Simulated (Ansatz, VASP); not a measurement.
Ti5Si3 in VASP and in Ansatz

```xyz
16
Lattice="7.4037 0.0000 0.0000 -3.7018 6.4118 0.0000 0.0000 0.0000 5.0683" Properties=species:S:1:pos:R:3 pbc="T T T"
Ti    0.0000    4.2745    0.0000
Ti    3.7018    2.1373    2.5342
Ti    3.7018    2.1373    0.0000
Ti    0.0000    4.2745    2.5342
Ti    1.8483    0.0000    1.2671
Ti    0.9242    1.6007    3.8012
Ti   -0.9242    1.6007    1.2671
Ti    5.5554    0.0000    3.8012
Ti    2.7777    4.8111    1.2671
Ti   -2.7777    4.8111    3.8012
Si    4.4986    0.0000    1.2671
Si    2.2493    3.8959    3.8012
Si   -2.2493    3.8959    1.2671
Si    2.9050    0.0000    3.8012
Si    1.4525    2.5158    1.2671
Si   -1.4525    2.5158    3.8012
```

Alike in both runs: functional PBEsol; k mesh 6 × 6 × 8; occupations gaussian, width 0.1 eV; no spin polarisation.

Ansatz relaxed the structure, and its values are those at the end. VASP's run is a single point on that final structure, the one shown.

|  | VASP | Ansatz |
| --- | --- | --- |
| version | VASP 6.6.1 | Ansatz 0.2.0 |
| potentials or method | VASP PAW PBE potentials, release 64 (Ti_sv, Si), cutoff 520 eV | scalar-relativistic, plane waves, PAW |
| valence electrons in the cell | 144 | 144 |

```csv
,VASP,Ansatz,Ansatz less VASP
gap on the k mesh at the Fermi level (eV),none,none,-
pressure (GPa),0.1,0.0,-0.12
```

VASP's potentials were made for PBE, not for PBEsol. A gap of «none» marks a metal or a gap that the smearing closes. The functional is the same, so the differences come from potentials, cutoffs and numerics.
